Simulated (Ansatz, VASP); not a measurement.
Two plane-wave programs on BaTiO3

Contents of INCAR:

```
SYSTEM = BaTiO3
PREC     = Accurate       ! precision mode
ENCUT    = 1340           ! plane-wave cutoff, eV
EDIFF    = 1E-6           ! SCF threshold, eV
ISMEAR   = 0              ! smearing method
SIGMA    = 0.05           ! smearing width, eV
LREAL    = .False.        ! projectors in reciprocal space
LASPH    = .True.         ! aspherical terms in the spheres
NELM     = 120            ! most SCF steps
ALGO     = Normal         ! electronic algorithm
ISIF     = 2              ! what is computed and relaxed
LWAVE    = .False.        ! write WAVECAR
LCHARG   = .False.        ! write CHGCAR
GGA      = PE             ! functional
NBANDS   = 28             ! bands
GGA_COMPAT= .False.
```

Contents of KPOINTS:

```
Automatic mesh
0
Gamma
  8 8 6
  0 0 0
```

Contents of POSCAR:

```
BaTiO3
1.0
    3.9853536613      0.0000000000      0.0000000000
    0.0000000000      3.9853536613      0.0000000000
    0.0000000000      0.0000000000      4.1387801373
Ba Ti O
1 1 3
Direct
    0.0000000000      0.0000000000      0.9863187693
    0.5000000000      0.5000000000      0.4690806688
    0.5000000000      0.5000000000      0.0378497747
    0.5000000000      0.0000000000      0.5173753936
    0.0000000000      0.5000000000      0.5173753936
```

Input for Ansatz:

```yaml
crystal:
  lattice:
    - [3.9853536613, 0.0, 0.0]
    - [0.0, 3.9853536613, 0.0]
    - [0.0, 0.0, 4.1387801373]
  atoms:
    - { symbol: Ba, position: [0.0, 0.0, 0.9863187693] }
    - { symbol: Ti, position: [0.5, 0.5, 0.4690806688] }
    - { symbol: O, position: [0.5, 0.5, 0.0378497747] }
    - { symbol: O, position: [0.5, 0.0, 0.5173753936] }
    - { symbol: O, position: [0.0, 0.5, 0.5173753936] }
basis:
  ecutwfc: 420
kpoints:
  mp_grid: { grid: [8, 8, 6] }
hamiltonian:
  xc: pbe
scf:
  occupations: { method: gaussian, width: 0.05 }
output:
  forces: true
  stress: true
  eigenvalues: true
```

Change from the starting cell: strain +0.000 along x and y, -0.015 along z, atoms carried along.

Alike in both runs: task single point; functional PBE; k mesh 8 × 8 × 6; occupations gaussian, width 0.05 eV; no spin polarisation.

|  | VASP | Ansatz |
| --- | --- | --- |
| version | VASP 6.6.1 | Ansatz 0.2.0 |
| potentials or method | VASP PAW PBE potentials, release 64 (Ba_sv, Ti_sv, O_h), cutoff 1340 eV | scalar-relativistic, plane waves, PAW |
| valence electrons in the cell | 40 | 40 |

```csv
,VASP,Ansatz,Ansatz less VASP
gap on the k mesh at the Fermi level (eV),1.83,1.89,+0.055
least direct gap on the mesh (eV),2.37,2.40,+0.035
pressure (GPa),3.9,2.4,-1.48
"traceless stress, the component that is largest in VASP (GPa)",1.84,1.84,-0.009
rms of the force components (eV/Å),0.188,0.169,-0.0193
```

Atom by atom the forces differ by 0.025 eV/Å (rms over components).

Spin-orbit coupling is off throughout.
